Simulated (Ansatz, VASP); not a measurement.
## One calculation of MnPt2, two programs

Contents of INCAR:

```
  ALGO = Normal
  EDIFF = 1E-6
  ENCUT = 520
  GGA = PS
  GGA_COMPAT = F
  ISIF = 2
  ISMEAR = -1
  LASPH = T
  LCHARG = T
  LMAXMIX = 4
  LNONCOLLINEAR = T
  LORBIT = 11
  LORBMOM = T
  LREAL = F
  LSORBIT = T
  LVHAR = T
  LWAVE = F
  MAGMOM = 0 0 0 0 0 0 2.828 2.828 0
  NBANDS = 46
  NELM = 150
  PREC = Accurate
  SIGMA = 0.05
```

The input KPOINTS:

```
k-points
0
Gamma
  8 8 3
```

The input POSCAR:

```
MnPt2
1.0
    2.8584044518      0.0000000000      0.0000000000
   -1.4292022259      2.4754508696      0.0000000000
    0.0000000000      0.0000000000      6.5325040000
Pt Mn
2 1
Direct
    0.6666666667      0.3333333333      0.3162060000
    0.3333333333      0.6666666667      0.6837940000
    0.0000000000      0.0000000000      0.0000000000
```

Contents of input.yaml:

```yaml
crystal:
  lattice:
    - [2.8584044518, 0.0, 0.0]
    - [-1.4292022259, 2.4754508696, 0.0]
    - [0.0, 0.0, 6.532504]
  atoms:
    - { symbol: Pt, position: [0.6666666667, 0.3333333333, 0.316206] }
    - { symbol: Pt, position: [0.3333333333, 0.6666666667, 0.683794] }
    - { symbol: Mn, position: [0.0, 0.0, 0.0], spin: 3.999, spin_axis: [2.828, 2.828, 0.0] }
hamiltonian:
  xc: pbesol
  pseudopotentials: { kind: paw_fr }
magnetization:
  noncollinear: true
  spin_orbit: true
kpoints:
  mp_grid: { grid: [8, 8, 3] }
  band_path:
    path:
      - [[0.0, 0.0, 0.0], [0.5, 0.0, 0.0], [0.3333333333, 0.3333333333, 0.0], [0.0, 0.0, 0.0], [0.0, 0.0, 0.5], [0.5, 0.0, 0.5], [0.3333333333, 0.3333333333, 0.5], [0.0, 0.0, 0.5]]
      - [[0.5, 0.0, 0.5], [0.5, 0.0, 0.0]]
      - [[0.3333333333, 0.3333333333, 0.0], [0.3333333333, 0.3333333333, 0.5]]
    npoints: 14
scf:
  occupations: { method: fermi_dirac, width: 0.05 }
  n_extra_bands: 7
output:
  forces: true
  stress: true
  eigenvalues: true
  fatbands: true
```

Alike in both runs: functional PBEsol; k mesh 8 × 8 × 3; occupations fermi-dirac, width 0.05 eV; non-collinear spin, spin-orbit coupling.

|  | VASP | Ansatz |
| --- | --- | --- |
| version | VASP 6.6.1 | Ansatz 0.2.0 |
| potentials or method | VASP PAW PBE potentials, release 64 (Pt, Mn_pv) | Ansatz PAW |
| plane-wave cutoff (eV) | 520 | 420 |
| valence electrons in the cell | 33 | 51 |
| task | single point | band structure |

Ansatz gave:

| Item | Value |
| --- | --- |
| pressure (GPa) | -10.2 |
| traceless stress, the component that is largest in VASP (GPa) | 0.35 |
| rms of the force components (eV/Å) | 0.025 |
| net moment per atom (μB) | 1.43 |

**Question.** What did VASP give for the same quantities?

**Answer.** Pressure (GPa): -10.0; traceless stress, the component that is largest in VASP (GPa): 0.38; rms of the force components (eV/Å): 0.028; net moment per atom (μB): 1.44.

VASP's potentials were made for PBE, not for PBEsol. Atom by atom the forces differ by 0.003 eV/Å (rms over components). The functional is the same, so the differences come from potentials, cutoffs and numerics. VASP's potentials hold 33 valence electrons a cell and Ansatz's 51, so a difference there can come from the potentials and not from the codes.
